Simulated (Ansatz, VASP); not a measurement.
# One calculation of CaB, two programs

```
Ca B
1.0
     4.45403   -2.13114   -0.02137
     4.45403    2.13114   -0.02137
    -3.84261    0.00000    4.66605
Ca B
2 2
Direct
  0.25214 0.25214 0.74923
  0.74786 0.74786 0.25077
  0.00642 0.00642 0.13265
  0.99358 0.99358 0.86735
```

Alike in both runs: functional PBE; k mesh 10 × 10 × 8; occupations gaussian, width 0.01 eV; no spin polarisation.

Ansatz relaxed the structure, and its values are those at the end. VASP's run is a single point on that final structure, the one shown.

|  | VASP | Ansatz |
| --- | --- | --- |
| version | VASP 6.6.1 | Ansatz 0.2.0 |
| potentials or method | VASP PAW PBE potentials, release 64 (Ca_sv, B), cutoff 520 eV | scalar-relativistic, plane waves, PAW |
| valence electrons in the cell | 26 | 26 |

```csv
,VASP,Ansatz,Ansatz less VASP
gap on the k mesh at the Fermi level (eV),0.08,0.08,+0.001
least direct gap on the mesh (eV),0.13,0.13,-0.001
pressure (GPa),0.1,0.0,-0.11
rms of the force components (eV/Å),0.010,0.000,-0.0096
```

With one functional, cell and mesh, what is left measures potentials, basis and numerics.
